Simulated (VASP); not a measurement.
# Ti (P6_3/mmc) in VASP: further runs

Ti is run at these levels: PBE; tasks: single point, relaxation of cell and atoms.

Everything below comes from runs of VASP 6.6.1. Logs are shortened: lines on timing, memory, paths and dates and some standing lists are left out, and cuts for length are marked.

### Step 1. The cell of the first run

It takes space group P6_3/mmc (No. 194, hexagonal). The conventional cell has a = 2.938 Å, b = 2.938 Å, c = 4.652 Å, α = 90.00°, β = 90.00°, γ = 120.00°. Within 3.8 Å of Ti (site symmetry -6m2) lie 12 Ti at 2.88 to 2.94 Å.

### Step 2. Single point, PBE

Input file INCAR:

```
ALGO = Normal ; EDIFF = 1E-7
ENCUT = 520 ; GGA = PE
ISIF = 2 ; ISMEAR = -1
LASPH = True ; LCHARG = False
LREAL = False ; LWAVE = False
NBANDS = 19 ; NELM = 100
PREC = Accurate ; SIGMA = 0.05
```

Input file KPOINTS:

```
k-points
0
Gamma
  15 15 8
```

Input file POSCAR:

```
Ti
1.0
    2.9382784376      0.0000000000      0.0000000000
   -1.4691392188      2.5446237703      0.0000000000
    0.0000000000      0.0000000000      4.6519242167
Ti
2
Direct
    0.3333333333      0.6666666667      0.2500000000
    0.6666666667      0.3333333333      0.7500000000
```

Potentials or basis: VASP PAW PBE potentials, release 64 (Ti_sv).

The run is started by

```console
$ cat potpaw_PBE.64/Ti_sv/POTCAR > POTCAR
$ mpirun -np 1 vasp_std > vasp.out
```

OUTCAR:

```text
EDIFF = 1E-7
   ENCUT = 520
   GGA = PE
   ISIF = 2
   ISMEAR = -1
   LASPH = True
   LREAL = False
   NELM = 100
   PREC = Accurate

 ion  position               nearest neighbor table
   1  0.333  0.667  0.250-   2 2.88   2 2.88   2 2.88   2 2.88   2 2.88   2 2.88
   2  0.667  0.333  0.750-   1 2.88   1 2.88   1 2.88   1 2.88   1 2.88   1 2.88

  LATTYP: Found a hexagonal cell.
 ALAT       =     2.9382784376
 C/A-ratio  =     1.5832142241

  Lattice vectors:

 A1 = (   2.9382784376,   0.0000000000,   0.0000000000)
 A2 = (  -1.4691392188,   2.5446237703,   0.0000000000)
 A3 = (   0.0000000000,   0.0000000000,   4.6519242167)

Analysis of symmetry for initial positions (statically):
=====================================================================
 Subroutine PRICEL returns:
 Original cell was already a primitive cell.

 Routine SETGRP: Setting up the symmetry group for a
 hexagonal supercell.

 Subroutine GETGRP returns: Found 24 space group operations
 (whereof 12 operations were pure point group operations)
 out of a pool of 24 trial point group operations.

The static configuration has the point symmetry D_3d.
 The point group associated with its full space group is D_6h.

Analysis of symmetry for dynamics (positions and initial velocities):
=====================================================================
 Subroutine PRICEL returns:
 Original cell was already a primitive cell.

 Routine SETGRP: Setting up the symmetry group for a
 hexagonal supercell.

 Subroutine GETGRP returns: Found 24 space group operations
 (whereof 12 operations were pure point group operations)
 out of a pool of 24 trial point group operations.

The dynamic configuration has the point symmetry D_3d.
 The point group associated with its full space group is D_6h.

 Subroutine INISYM returns: Found 24 space group operations
 (whereof 12 operations are pure point group operations),
 and found     1 'primitive' translations

----------------------------------------------------------------------------------------

                                     Primitive cell

  volume of cell :      34.7816

  direct lattice vectors                    reciprocal lattice vectors
     2.938278438  0.000000000  0.000000000     0.340335343  0.196492702  0.000000000
    -1.469139219  2.544623770  0.000000000     0.000000000  0.392985404  0.000000000
     0.000000000  0.000000000  4.651924217     0.000000000  0.000000000  0.214964809

  length of vectors
     2.938278438  2.938278438  4.651924217     0.392985404  0.392985404  0.214964809

  position of ions in fractional coordinates (direct lattice)
     0.333333333  0.666666667  0.250000000
     0.666666667  0.333333333  0.750000000

  ion indices of the primitive-cell ions
   primitive index   ion index
                 1           1
                 2           2

----------------------------------------------------------------------------------------

 KPOINTS: k-points

Automatic generation of k-mesh.
 Grid dimensions read from file:
 generate k-points for:   15   15    8

 Generating k-lattice:

  Cartesian coordinates                     Fractional coordinates (reciprocal lattice)
     0.022689023  0.013099513  0.000000000     0.066666667  0.000000000  0.000000000
     0.000000000  0.026199027  0.000000000     0.000000000  0.066666667  0.000000000
     0.000000000  0.000000000  0.026870601     0.000000000  0.000000000  0.125000000

  Length of vectors
     0.026199027  0.026199027  0.026870601

  Shift w.r.t. Gamma in fractional coordinates (k-lattice)
     0.000000000  0.000000000  0.000000000

 Subroutine IBZKPT returns following result:
 ===========================================

 Found    135 irreducible k-points:

 Following reciprocal coordinates:
            Coordinates               Weight
  0.000000  0.000000  0.000000      1.000000
  0.066667  0.000000  0.000000      6.000000
  0.133333  0.000000  0.000000      6.000000
  0.200000 -0.000000  0.000000      6.000000
  0.266667  0.000000  0.000000      6.000000
  0.333333  0.000000  0.000000      6.000000
[... 16 lines left out ...]
  0.333333  0.200000  0.000000     12.000000
  0.400000  0.200000  0.000000      6.000000
 [... further k-points ...]
   k-points           NKPTS =    135   k-points in BZ     NKDIM =    135   number of bands    NBANDS=     19
   number of dos      NEDOS =    301   number of ions     NIONS =      2
   total plane-waves  NPLWV =  20736
   dimension x,y,z NGX =    24 NGY =   24 NGZ =   36
   dimension x,y,z NGXF=    48 NGYF=   48 NGZF=   72
   ions per type =               2
   NGX,Y,Z   is equivalent  to a cutoff of  13.58, 13.58, 12.87 a.u.
   NGXF,Y,Z  is equivalent  to a cutoff of  27.16, 27.16, 25.73 a.u.
 SYSTEM =  unknown system
   PREC   = accura    normal or accurate (medium, high low for compatibility)
   ISTART =      0    job   : 0-new  1-cont  2-samecut
   ICHARG =      2    charge: 1-file 2-atom 10-const
   ISPIN  =      1    spin polarized calculation?
   LNONCOLLINEAR =      F non collinear calculations
   LSORBIT =      F    spin-orbit coupling
   LASPH  =      T    aspherical Exc in radial PAW
   ENCUT  =  520.0 eV  38.22 Ry    6.18 a.u.   5.46  5.46  8.65*2*pi/ulx,y,z
   NELM   =    100;   NELMIN=  2; NELMDL= -5     # of ELM steps
   EDIFF  = 0.1E-06   stopping-criterion for ELM
   LREAL  =      F    real-space projection
   EDIFFG = 0.1E-05   stopping-criterion for IOM
   NSW    =      0    number of steps for IOM
   IBRION =     -1    ionic relax: 0-MD 1-quasi-New 2-CG
   NFREE  =      0    steps in history (QN), initial steepest desc. (CG)
   ISIF   =      2    stress and relaxation
   ISYM   =      2    0-nonsym 1-usesym 2-fastsym
   POTIM  = 0.5000    time-step for ionic-motion
   TEBEG  =    0.0;   TEEND  =   0.0 temperature during run
   PSTRESS=    0.0 pullay stress
   NELECT =      24.0000    total number of electrons
   NUPDOWN=      -1.0000    fix difference up-down
   EMIN   =  10.00;   EMAX   =-10.00  energy-range for DOS
   EFERMI =   0.00;   METHOD = LEGACY
   ISMEAR =    -1;   SIGMA  =   0.05  broadening in eV -4-tet -1-fermi 0-gaus
   EFERMI_NEDOS =   21; number of points for ismear=-14 and -15
   IALGO  =     38    algorithm
   IMIX   =      4    mixing-type and parameters
     AMIX     =   0.40;   BMIX     =  1.00
     AMIX_MAG =   1.60;   BMIX_MAG =  1.00
  volume/ion in A,a.u.               =      17.39       117.36
  Fermi-wavevector in a.u.,A,eV,Ry     =   1.446646  2.733764 28.474053  2.092784
  Thomas-Fermi vector in A             =   2.564691
   LORBIT       =      0    0 simple, 1 ext, 2 COOP (PROOUT), +10 PAW based schemes
   GGA     = PE    functional components
   LHFCALC =     F    Hartree Fock is set to
   AEXX    =    0.0000 exact exchange contribution
   IVDW    =     0    specifies the selected vdW correction
   LEPSILON=     F    determine dielectric tensor
   LRPA    =     F    only Hartree local field effects (RPA)
 non-spin polarized calculation
  energy-cutoff  :      520.00
  volume of cell :       34.78
 maximum number of plane-waves:       965
 NGX is ok and might be reduce to    24
   NGX = 11   NGY = 11   NGZ = 17

 number of electron      24.0000002 magnetization

 Free energy of the ion-electron system (eV)
  ---------------------------------------------------
  ext. energy  EPLUGINS =         0.00000000
  ---------------------------------------------------
  free energy    TOTEN  =       -15.68038676 eV

  energy without entropy =      -15.66309573  energy(sigma->0) =      -15.67174125

 E-fermi :   8.3244     XC(G=0): -11.4915

 val. band max:        8.3223484089   @ k =   0.0667   0.0000   0.5000
 cond. band min:       8.3278057848   @ k =   0.1333   0.0000   0.0000
 fundamental gap:      0.0054573759
 Fermi energy:         8.3243529295

 k-point     1 :       0.0000    0.0000    0.0000
  band No.  band energies     occupation
      1     -48.5418      2.00000
      2     -48.4056      2.00000
      3     -25.1293      2.00000
      4     -24.4874      2.00000
      5     -24.4874      2.00000
      6     -24.4240      2.00000
[... 11 lines left out ...]
     18       9.9401      0.00000
     19      11.4669      0.00000

 k-point     2 :       0.0667    0.0000    0.0000
  band No.  band energies     occupation
      1     -48.5375      2.00000
      2     -48.4039      2.00000
      3     -25.1196      2.00000
      4     -24.5073      2.00000
      5     -24.4941      2.00000
      6     -24.4281      2.00000
[... 11 lines left out ...]
     18       9.8702      0.00000
     19      11.5046      0.00000

 k-point     3 :       0.1333    0.0000    0.0000
  band No.  band energies     occupation
      1     -48.5250      2.00000
      2     -48.3992      2.00000
      3     -25.0913      2.00000
      4     -24.5639      2.00000
      5     -24.5126      2.00000
      6     -24.4658      2.00000
[... 11 lines left out ...]
     18       9.8978      0.00000
     19      11.5931      0.00000

 k-point     4 :       0.2000   -0.0000    0.0000
  band No.  band energies     occupation
      1     -48.5061      2.00000
      2     -48.3927      2.00000
      3     -25.0471      2.00000
      4     -24.6478      2.00000
      5     -24.5491      2.00000
      6     -24.5390      2.00000
[... 11 lines left out ...]
     18      10.2492      0.00000
     19      11.6909      0.00000

 k-point     5 :       0.2667    0.0000    0.0000
  band No.  band energies     occupation
      1     -48.4833      2.00000
      2     -48.3863      2.00000
      3     -24.9911      2.00000
      4     -24.7451      2.00000
      5     -24.6419      2.00000
      6     -24.5682      2.00000
[... 11 lines left out ...]
     18      10.6842      0.00000
     19      11.7730      0.00000
[... 334 lines left out ...]
      2     -48.3808      2.00000
      3     -24.9134      2.00000
      4     -24.7875      2.00000
      5     -24.7728      2.00000
      6     -24.5977      2.00000
[... 11 lines left out ...]
     18      11.6686      0.00000
     19      11.7066      0.00000

 k-point    22 :       0.2667    0.2000    0.0000
  band No.  band energies     occupation
      1     -48.4343      2.00000
      2     -48.3799      2.00000
      3     -24.8551      2.00000
      4     -24.8504      2.00000
      5     -24.7932      2.00000
      6     -24.6442      2.00000
[... 11 lines left out ...]
     18      11.6965      0.00000
     19      12.2699      0.00000

 k-point    23 :       0.3333    0.2000    0.0000
  band No.  band energies     occupation
      1     -48.4183      2.00000
      2     -48.3818      2.00000
      3     -24.8931      2.00000
      4     -24.8023      2.00000
      5     -24.7942      2.00000
      6     -24.6898      2.00000
[... 11 lines left out ...]
     18      11.6889      0.00000
     19      12.8778      0.00000

 k-point    24 :       0.4000    0.2000    0.0000
  band No.  band energies     occupation
      1     -48.4113      2.00000
      2     -48.3838      2.00000
      3     -24.9079      2.00000
      4     -24.7890      2.00000
      5     -24.7767      2.00000
      6     -24.7119      2.00000
[... 11 lines left out ...]
     18      11.6860      0.00000
     19      13.3086      0.00000

 [... further k-points ...]
[... 5 lines left out ...]
  --------------------------------------------------------------------------------------
  -------------------------------------------------------------------------------------
  Total       -0.0464409     -0.0464409     -0.0635977      0.0000000      0.0000000      0.0000000
  in kB       -2.1392536     -2.1392536     -2.9295611      0.0000000      0.0000000      0.0000000
  external PRESSURE =      -2.4026894 kB  Pullay stress =       0.0000000 kB

 VOLUME and BASIS-vectors are now :
 -----------------------------------------------------------------------------
  energy-cutoff  :      520.00
  volume of cell :       34.78
      direct lattice vectors                 reciprocal lattice vectors
     2.938278438  0.000000000  0.000000000     0.340335343  0.196492702  0.000000000
    -1.469139219  2.544623770  0.000000000     0.000000000  0.392985404  0.000000000
     0.000000000  0.000000000  4.651924217     0.000000000  0.000000000  0.214964809

 POSITION                                       TOTAL-FORCE (eV/Angst)
 -----------------------------------------------------------------------------------
     -0.00000      1.69642      1.16298         0.000000     -0.000000      0.000000
      1.46914      0.84821      3.48894        -0.000000      0.000000      0.000000
 -----------------------------------------------------------------------------------
    total drift:                               -0.000000      0.000000     -0.000000

  FREE ENERGIE OF THE ION-ELECTRON SYSTEM (eV)
  ---------------------------------------------------
  free  energy   TOTEN  =       -15.6803867572 eV

  energy  without entropy=      -15.6630957348  energy(sigma->0) =      -15.67174125
```

It took 1.8 min on 1 thread of Intel Xeon 8259CL, shared host; peak memory 0.2 GiB.

Results:

```yaml
Free_energy: -15.6804 eV
Pressure: -0.2 GPa
Band_gap_on_the_k_mesh: zero (bands 12 and 13 overlap by 1.01 eV)
```

Stress tensor (GPa, compression positive):
```
-0.21  0.00  0.00
 0.00 -0.21  0.00
 0.00  0.00 -0.29
```

### Step 3. Relaxation of cell and atoms, PBE

This run uses another cell than the first one, of 17.66 Å³/atom.

Input file INCAR:

```
SYSTEM = Ti
ALGO = Normal
EDIFF = 1E-7
EDIFFG = -0.01
ENCUT = 600
GGA = PE
IBRION = 2
ISIF = 3
ISMEAR = -1
LASPH = .TRUE.
LCHARG = .FALSE.
LREAL = .FALSE.
LWAVE = .FALSE.
NELM = 80
NSW = 80
PREC = Accurate
SIGMA = 0.05
```

Input file KPOINTS:

```
k-points
0
G
  15 15 8
  0 0 0
```

Input file POSCAR:

```
Ti
1.0
    2.9500000000      0.0000000000      0.0000000000
   -1.4750000000      2.5547749412      0.0000000000
    0.0000000000      0.0000000000      4.6860000000
Ti
2
Direct
    0.3333333333      0.6666666667      0.2500000000
    0.6666666667      0.3333333333      0.7500000000
```

Potentials or basis: VASP PAW PBE potentials, release 64 (Ti_sv).

The run is started by

```console
$ cat potpaw_PBE.64/Ti_sv/POTCAR > POTCAR
$ mpirun -np 1 vasp_std > vasp.out
```

Wall time 7.1 min (1 thread of Intel Xeon 8259CL, shared host); peak memory 0.22 GiB.

The run converged. Its results:

```yaml
Free_energy: -15.6802 eV
Relaxed_volume: 17.35 Å³/atom
Relaxed_cell: a = 2.935 Å, b = 2.935 Å, c = 4.650 Å, α = 90.00°, β = 90.00°, γ = 120.00°
Space_group_after_relaxing_to_0.1_Å: P6_3/mmc (No. 194)
Energy_gained_by_relaxing: 1.9 meV/atom
Ionic_steps: 5
Pressure_after_relaxing: 0.0 GPa
Band_gap_on_the_k_mesh: zero (bands 12 and 13 overlap by 1.01 eV)
```

Stress tensor (GPa, compression positive):
```
 0.08  0.00  0.00
 0.00  0.08  0.00
 0.00  0.00 -0.05
```

Step by step:
| step | energy change (eV) | largest force (eV/Å) | pressure (GPa) | volume (Å³) |
| --- | --- | --- | --- | --- |
| 1 | 0.0000 | 0.0000 | -1.88 | 35.32 |
| 2 | -0.0018 | 0.0000 | 1.43 | 34.27 |
| 3 | -0.0037 | 0.0000 | 0.01 | 34.70 |
| 4 | -0.0037 | 0.0000 | 0.05 | 34.69 |
| 5 | -0.0037 | 0.0000 | 0.04 | 34.69 |

Final structure:
```
CELL_PARAMETERS angstrom
2.93523 0.00000 0.00000
-1.46762 2.54199 0.00000
0.00000 0.00000 4.64971
ATOMIC_POSITIONS crystal
Ti 0.33333 0.66667 0.25000
Ti 0.66667 0.33333 0.75000
```

Levels at points of the mesh, in eV from the Fermi level:
```tsv
k point	band 8	band 9	band 10	band 11	band 12	band 13	band 14	band 15	band 16
(0.00, 0.00, 0.00)	-32.70	-6.22	-2.69	0.77	0.77	0.77	0.88	1.27	1.27
(0.00, 0.00, 0.50)	-32.75	-4.35	-4.35	0.08	0.08	0.68	0.68	0.68	0.68
```
